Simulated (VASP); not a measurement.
# Si3C (R3m) in VASP: relaxation of cell and atoms with PBE

Aim: the relaxation of cell and atoms of Si3C with PBE.

All numbers are computed with VASP 6.6.1; they aren't measurements. Logs are shortened: lines on timing, memory, paths and dates and some standing lists are left out, and cuts for length are marked.

## Step 1: The cell of the first run

It takes space group R3m (No. 160, trigonal). Conventional cell: a = 3.517 Å, b = 3.517 Å, c = 17.232 Å, α = 90.00°, β = 90.00°, γ = 120.00°. Within 2.9 Å of C (site symmetry 3m) lie 4 Si at 2.15 Å. Si (site symmetry 3m) has 4 Si at 2.15 Å within 2.9 Å. Within 2.9 Å of Si (site symmetry 3m) lie 1 C at 2.15 Å and 3 Si at 2.15 Å. Si (site symmetry 3m) has 3 C at 2.15 Å and 1 Si at 2.15 Å within 2.9 Å.

## Step 2: Relaxation of cell and atoms, PBE

INCAR reads:

```
  PREC = Accurate
  ENCUT = 910
  EDIFF = 1E-7
  ISMEAR = 0
  SIGMA = 0.1
  LREAL = F
  LASPH = T
  NELM = 120
  ALGO = Normal
  ISIF = 3
  LWAVE = F
  LCHARG = F
  GGA = PE
  IBRION = 2
  NSW = 100
  EDIFFG = -0.05
  GGA_COMPAT = F
  NELMIN = 4
```

KPOINTS reads:

```
regular mesh
0
Gamma
  6 6 6
```

POSCAR reads:

```
Si3C
1.0
    0.0000000000     -2.4872308900     -2.4872308900
   -2.4872308900      0.0000000000     -2.4872308900
    2.4872308900      2.4872308900     -4.9744617800
C Si
1 3
Direct
    0.8750000000      0.8750000000      0.3750000000
    0.3750000000      0.3750000000      0.8750000000
    0.7500000000      0.7500000000      0.7500000000
    0.2500000000      0.2500000000      0.2500000000
```

Potentials or basis: VASP PAW PBE potentials, release 64 (C_h, Si).

The run is started by

```bash
> cat potpaw_PBE.64/C_h/POTCAR potpaw_PBE.64/Si/POTCAR > POTCAR
> mpirun -np 1 vasp_std > vasp.out
```

OUTCAR:

```text
PREC = Accurate
   ENCUT = 910
   EDIFF = 1E-7
   ISMEAR = 0
   LREAL = F
   LASPH = T
   NELM = 120
   ISIF = 3
   GGA = PE
   IBRION = 2
   NSW = 100
   EDIFFG = -0.05
   NELMIN = 4

 ion  position               nearest neighbor table
   1  0.875  0.875  0.375-   3 2.15   4 2.15   4 2.15   4 2.15
   2  0.375  0.375  0.875-   3 2.15   4 2.15   3 2.15   3 2.15
   3  0.750  0.750  0.750-   2 2.15   2 2.15   1 2.15   2 2.15
   4  0.250  0.250  0.250-   1 2.15   1 2.15   1 2.15   2 2.15

  LATTYP: Found a trigonal (rhomboedric) cell.
 ALAT       =     6.0924465530
 COS(alpha) =     0.8333333333

  Lattice vectors:

 A1 = (   2.4872308900,   4.9744617800,  -2.4872308900)
 A2 = (   4.9744617800,   2.4872308900,  -2.4872308900)
 A3 = (   2.4872308900,   2.4872308900,  -4.9744617800)

Analysis of symmetry for initial positions (statically):
=====================================================================
 Subroutine PRICEL returns:
 Original cell was already a primitive cell.

 Routine SETGRP: Setting up the symmetry group for a
 trigonal (rhombohedral) supercell.

 Subroutine GETGRP returns: Found  6 space group operations
 (whereof  6 operations were pure point group operations)
 out of a pool of 12 trial point group operations.

The static configuration has the point symmetry C_3v.

Analysis of symmetry for dynamics (positions and initial velocities):
=====================================================================
 Subroutine PRICEL returns:
 Original cell was already a primitive cell.

 Routine SETGRP: Setting up the symmetry group for a
 trigonal (rhombohedral) supercell.

 Subroutine GETGRP returns: Found  6 space group operations
 (whereof  6 operations were pure point group operations)
 out of a pool of 12 trial point group operations.

The dynamic configuration has the point symmetry C_3v.

 Subroutine INISYM returns: Found  6 space group operations
 (whereof  6 operations are pure point group operations),
 and found     1 'primitive' translations

----------------------------------------------------------------------------------------

                                     Primitive cell

  volume of cell :      61.5472

  direct lattice vectors                    reciprocal lattice vectors
     0.000000000 -2.487230890 -2.487230890     0.100513387 -0.301540160 -0.100513387
    -2.487230890  0.000000000 -2.487230890    -0.301540160  0.100513387 -0.100513387
     2.487230890  2.487230890 -4.974461780     0.100513387  0.100513387 -0.100513387

  length of vectors
     3.517475657  3.517475657  6.092446553     0.333365190  0.333365190  0.174094292

  position of ions in fractional coordinates (direct lattice)
     0.875000000  0.875000000  0.375000000
     0.375000000  0.375000000  0.875000000
     0.750000000  0.750000000  0.750000000
     0.250000000  0.250000000  0.250000000

  ion indices of the primitive-cell ions
   primitive index   ion index
                 1           1
                 2           2
                 3           3
                 4           4

----------------------------------------------------------------------------------------

 KPOINTS: regular mesh

Automatic generation of k-mesh.
 Grid dimensions read from file:
 generate k-points for:    6    6    6

 Generating k-lattice:

  Cartesian coordinates                     Fractional coordinates (reciprocal lattice)
     0.016752231 -0.050256693 -0.016752231     0.166666667  0.000000000 -0.000000000
    -0.050256693  0.016752231 -0.016752231     0.000000000  0.166666667 -0.000000000
     0.016752231  0.016752231 -0.016752231     0.000000000  0.000000000  0.166666667

  Length of vectors
     0.055560865  0.055560865  0.029015715

  Shift w.r.t. Gamma in fractional coordinates (k-lattice)
     0.000000000  0.000000000  0.000000000

 Subroutine IBZKPT returns following result:
 ===========================================

 Found     32 irreducible k-points:

 Following reciprocal coordinates:
            Coordinates               Weight
  0.000000  0.000000  0.000000      1.000000
  0.166667  0.000000 -0.000000      6.000000
  0.333333  0.000000 -0.000000      6.000000
  0.500000  0.000000 -0.000000      3.000000
  0.166667  0.166667 -0.000000      6.000000
  0.333333  0.166667  0.000000     12.000000
[... 16 lines left out ...]
 -0.166667  0.500000  0.166667     12.000000
 -0.333333 -0.333333  0.166667      6.000000
 [... further k-points ...]
   k-points           NKPTS =     32   k-points in BZ     NKDIM =     32   number of bands    NBANDS=     12
   number of dos      NEDOS =    301   number of ions     NIONS =      4
   total plane-waves  NPLWV =  77760
   dimension x,y,z NGX =    36 NGY =   36 NGZ =   60
   dimension x,y,z NGXF=    72 NGYF=   72 NGZF=  120
   ions per type =               1   3
   NGX,Y,Z   is equivalent  to a cutoff of  17.01, 17.01, 16.37 a.u.
   NGXF,Y,Z  is equivalent  to a cutoff of  34.03, 34.03, 32.74 a.u.
 SYSTEM =  unknown system
   PREC   = accura    normal or accurate (medium, high low for compatibility)
   ISTART =      0    job   : 0-new  1-cont  2-samecut
   ICHARG =      2    charge: 1-file 2-atom 10-const
   ISPIN  =      1    spin polarized calculation?
   LNONCOLLINEAR =      F non collinear calculations
   LSORBIT =      F    spin-orbit coupling
   LASPH  =      T    aspherical Exc in radial PAW
   ENCUT  =  910.0 eV  66.88 Ry    8.18 a.u.   8.65  8.65 14.99*2*pi/ulx,y,z
   NELM   =    120;   NELMIN=  4; NELMDL= -5     # of ELM steps
   EDIFF  = 0.1E-06   stopping-criterion for ELM
   LREAL  =      F    real-space projection
   EDIFFG = -.5E-01   stopping-criterion for IOM
   NSW    =    100    number of steps for IOM
   IBRION =      2    ionic relax: 0-MD 1-quasi-New 2-CG
   NFREE  =      1    steps in history (QN), initial steepest desc. (CG)
   ISIF   =      3    stress and relaxation
   ISYM   =      2    0-nonsym 1-usesym 2-fastsym
   POTIM  = 0.5000    time-step for ionic-motion
   TEBEG  =    0.0;   TEEND  =   0.0 temperature during run
   PSTRESS=    0.0 pullay stress
   NELECT =      16.0000    total number of electrons
   NUPDOWN=      -1.0000    fix difference up-down
   EMIN   =  10.00;   EMAX   =-10.00  energy-range for DOS
   EFERMI =   0.00;   METHOD = LEGACY
   ISMEAR =     0;   SIGMA  =   0.10  broadening in eV -4-tet -1-fermi 0-gaus
   EFERMI_NEDOS =   21; number of points for ismear=-14 and -15
   IALGO  =     38    algorithm
   IMIX   =      4    mixing-type and parameters
     AMIX     =   0.40;   BMIX     =  1.00
     AMIX_MAG =   1.60;   BMIX_MAG =  1.00
  volume/ion in A,a.u.               =      15.39       103.84
  Fermi-wavevector in a.u.,A,eV,Ry     =   1.044829  1.974441 14.853052  1.091669
  Thomas-Fermi vector in A             =   2.179599
   LORBIT       =      0    0 simple, 1 ext, 2 COOP (PROOUT), +10 PAW based schemes
   GGA     = PE    functional components
   LHFCALC =     F    Hartree Fock is set to
   AEXX    =    0.0000 exact exchange contribution
   IVDW    =     0    specifies the selected vdW correction
   LEPSILON=     F    determine dielectric tensor
   LRPA    =     F    only Hartree local field effects (RPA)
 conjugate gradient relaxation of ions
 non-spin polarized calculation
 Gauss-broadening in eV      SIGMA  =   0.10
  energy-cutoff  :      910.00
  volume of cell :       61.55
 maximum number of plane-waves:      3861
 NGX is ok and might be reduce to    36
   NGX = 17   NGY = 17   NGZ = 29

--------------------------------------- Ionic step        1  -------------------------------------------

 number of electron      16.0000000 magnetization

 Free energy of the ion-electron system (eV)
  ---------------------------------------------------
  ext. energy  EPLUGINS =         0.00000000
  ---------------------------------------------------
  free energy    TOTEN  =       -23.15332214 eV

  energy without entropy =      -23.15271374  energy(sigma->0) =      -23.15301794

------------------------ aborting loop because EDIFF is reached ----------------------------------------

  FORCE on cell =-STRESS in cart. coord.  units (eV):
  Direction    XX          YY          ZZ          XY          YZ          ZX
  --------------------------------------------------------------------------------------
  -------------------------------------------------------------------------------------
  Total        1.9101963      1.9101963      1.9101963     -0.0287501      0.0287501      0.0287501
  in kB       49.7256286     49.7256286     49.7256286     -0.7484132      0.7484132      0.7484132
  external PRESSURE =      49.7256286 kB  Pullay stress =       0.0000000 kB
[... 61 lines left out ...]
  energy  without entropy=      -23.9786804786  energy(sigma->0) =      -23.98026031

--------------------------------------- Ionic step        3  -------------------------------------------

 number of electron      16.0000000 magnetization

 E-fermi :   6.7719     XC(G=0):  -9.8858

 val. band max:        6.6592696338   @ k =   0.0000   0.0000   0.3333
 cond. band min:       6.7983537012   @ k =   0.0000   0.0000   0.1667
 fundamental gap:      0.1390840674
 Fermi energy:         6.7718645458

 k-point     1 :       0.0000    0.0000    0.0000
  band No.  band energies     occupation
      1      -7.1365      2.00000
      2      -4.0528      2.00000
      3      -1.1625      2.00000
      4       4.1603      2.00000
      5       4.1603      2.00000
      6       5.9909      2.00000
      7       6.4151      2.00000
      8       6.8746      0.14631
      9       6.8746      0.14631
     10       9.6358      0.00000
     11       9.9002      0.00000
     12       9.9002      0.00000
[... 570 lines left out ...]
  energy  without entropy=      -24.2310247958  energy(sigma->0) =      -24.23404988

--------------------------------------- Ionic step        9  -------------------------------------------

 number of electron      16.0000000 magnetization

 Free energy of the ion-electron system (eV)
  ---------------------------------------------------
  ext. energy  EPLUGINS =         0.00000000
  ---------------------------------------------------
  free energy    TOTEN  =       -24.23862064 eV

  energy without entropy =      -24.23416160  energy(sigma->0) =      -24.23639112

 E-fermi :   7.9917     XC(G=0): -10.2734

 val. band max:        7.9864461105   @ k =  -0.3333   0.0000   0.3333
 cond. band min:       7.9937255935   @ k =   0.0000   0.0000   0.0000
 fundamental gap:      0.0072794830
 Fermi energy:         7.9916535510

 k-point     1 :       0.0000    0.0000    0.0000
  band No.  band energies     occupation
      1      -7.0284      2.00000
      2      -3.5513      2.00000
      3      -0.9865      2.00000
      4       4.8947      2.00000
      5       4.8947      2.00000
      6       6.4017      2.00000
      7       7.9937      0.97662
      8       8.6609      0.00000
      9       8.6609      0.00000
     10      10.5268      0.00000
     11      11.2450      0.00000
     12      11.2450      0.00000
[... 376 lines left out ...]
  FREE ENERGIE OF THE ION-ELECTRON SYSTEM (eV)
  ---------------------------------------------------
  free  energy   TOTEN  =       -24.2386206371 eV

  energy  without entropy=      -24.2341615986  energy(sigma->0) =      -24.23639112

 reached required accuracy - stopping structural energy minimisation
```

It took 3.3 min on 1 thread of AMD EPYC 9R45 (Zen 5), shared host; peak memory 0.26 GiB.

Results:

| Quantity | Value |
| --- | --- |
| Free energy | -24.2386 eV |
| Relaxed volume | 14.92 Å³/atom |
| Relaxed cell | a = 3.424 Å, b = 3.424 Å, c = 6.203 Å, α = 73.98°, β = 73.98°, γ = 60.00° |
| Space group after relaxing (to 0.1 Å) | R3m (No. 160) |
| Energy gained by relaxing | 271.3 meV/atom |
| Ionic steps | 9 |
| Pressure after relaxing | -0.1 GPa |
| Largest force after relaxing | 0.030 eV/Å |
| Band gap on the k mesh | zero (bands 8 and 9 overlap by 1.25 eV) |

Forces on the atoms (eV/Å):
```
C    0.013  0.013 -0.013
Si  -0.006 -0.006  0.006
Si  -0.017 -0.017  0.017
Si   0.011  0.011 -0.011
```

The path:
| step | energy change (eV) | largest force (eV/Å) | pressure (GPa) | volume (Å³) |
| --- | --- | --- | --- | --- |
| 1 | 0.0000 | 4.7277 | 4.97 | 61.55 |
| 2 | -0.8285 | 0.8813 | -8.32 | 65.90 |
| 3 | -0.8540 | 1.1999 | -7.06 | 65.20 |
| 4 | -0.9956 | 1.2103 | 1.84 | 59.71 |
| 5 | -1.0206 | 0.4388 | -1.01 | 61.12 |
| 6 | -1.0771 | 0.4495 | 0.82 | 59.57 |
| 7 | -1.0778 | 0.4504 | 1.08 | 59.38 |
| 8 | -1.0838 | 0.1972 | -0.74 | 59.83 |
| 9 | -1.0853 | 0.0303 | -0.15 | 59.69 |

Final structure:
```yaml
crystal:
  lattice:
    - [0.00000, -2.42102, -2.42102]
    - [-2.42102, 0.00000, -2.42102]
    - [2.58743, 2.58743, -5.00845]
  atoms:
    - { symbol: C, position: [0.87417, 0.87417, 0.37748] }
    - { symbol: Si, position: [0.37187, 0.37187, 0.88438] }
    - { symbol: Si, position: [0.76530, 0.76530, 0.70409] }
    - { symbol: Si, position: [0.23865, 0.23865, 0.28405] }
```

Levels at points of the mesh, in eV from the Fermi level:
```csv
k point,band 4,band 5,band 6,band 7,band 8,band 9,band 10,band 11,band 12
"(0.00, 0.00, 0.00)",-3.10,-3.10,-1.59,0.00,0.67,0.67,2.54,3.25,3.25
"(0.50, 0.00, 0.00)",-7.06,-5.29,-4.70,-4.42,-1.74,0.68,1.82,2.77,4.90
"(0.50, 0.50, 0.00)",-8.21,-4.54,-4.44,-2.42,-1.28,-0.58,0.62,1.80,3.39
"(0.00, 0.00, 0.50)",-5.09,-3.08,-3.08,0.39,0.39,0.90,2.62,3.70,3.70
```

Caveat: the cutoff is under 1.25 times the usual one of these potentials, so pressure, stress and relaxed cells hold a basis-set (Pulay) error; the relaxation stopped at a loose force limit of 0.05 eV/Å, so its end isn't a converged minimum.
